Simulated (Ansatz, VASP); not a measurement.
# One calculation of ReW5, two programs

```
CELL_PARAMETERS angstrom
3.18342 0.00000 0.00000
0.00000 3.18342 0.00000
0.00000 0.00000 23.95850
ATOMIC_POSITIONS crystal
W 0.25000 0.25000 0.34047
W 0.75000 0.75000 0.39907
W 0.75000 0.75000 0.53215
W 0.25000 0.25000 0.60093
W 0.75000 0.75000 0.65953
Re 0.25000 0.25000 0.46785
```

Alike in both runs: task single point; functional PBE; k mesh 11 × 11 × 1; occupations fermi-dirac, width 0.08 eV; no spin polarisation.

|  | VASP | Ansatz |
| --- | --- | --- |
| version | VASP 6.6.1 | Ansatz 0.2.0 |
| potentials or method | VASP PAW PBE potentials, release 64 (W_sv, Re), cutoff 520 eV | all-electron LAPW, scalar-relativistic |

```tsv
	VASP	Ansatz	Ansatz less VASP
rms of the force components (eV/Å)	0.196	0.201	+0.0046
```

Ansatz ran all-electron here, and VASP with PAW potentials.

Spin-orbit coupling is off throughout.
